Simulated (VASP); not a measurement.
Set up this calculation in VASP 6.6.1, as the native input.

```yaml
Task: single point
Functional: PBE
Potentials_or_basis: VASP PAW PBE potentials, release 64 (Al)
Cutoff: 500 eV
k_mesh: 13 × 13 × 13
Occupations: fermi-dirac, width 0.1 eV
Spin: no spin polarisation
Dipole_correction: no
Further_INCAR_settings: ALGO = Normal; EDIFF = 1e-06; NBANDS = 8
```

The structure of Al lies in POSCAR:

```
Al
1.0
    2.8635070000      0.0000000000      0.0000000000
    1.4317535000      2.4798698059      0.0000000000
    1.4317535000      0.8266232686      2.3380436750
Al
1
Direct
    0.0000000000      0.0000000000      0.0000000000
```

The input as run:

INCAR

```
SYSTEM = Al
ALGO     = Normal         ! electronic algorithm
EDIFF    = 1E-6           ! SCF threshold, eV
ENCUT    = 500            ! plane-wave cutoff, eV
GGA      = PE             ! functional
GGA_COMPAT= .FALSE.      
ISIF     = 2              ! what is computed and relaxed
ISMEAR   = -1             ! smearing method
LASPH    = .TRUE.         ! aspherical terms in the spheres
LCHARG   = .FALSE.        ! write CHGCAR
LREAL    = .FALSE.        ! projectors in reciprocal space
LWAVE    = .FALSE.        ! write WAVECAR
NBANDS   = 8              ! bands
NELM     = 120            ! most SCF steps
PREC     = Accurate       ! precision mode
SIGMA    = 0.1            ! smearing width, eV
```

KPOINTS

```
k-points
0
G
  13 13 13
  0 0 0
```

Potentials or basis: VASP PAW PBE potentials, release 64 (Al).

Command:

```console
$ cat potpaw_PBE.64/Al/POTCAR > POTCAR
$ mpirun -np 1 vasp_std > vasp.out
```

It gave:

The pressure is -0.6 GPa.

Wall time 3.2 s on 1 thread of Intel(R) Xeon(R) 6975P-C (Granite Rapids), on a shared host, peak memory 0.13 GiB.
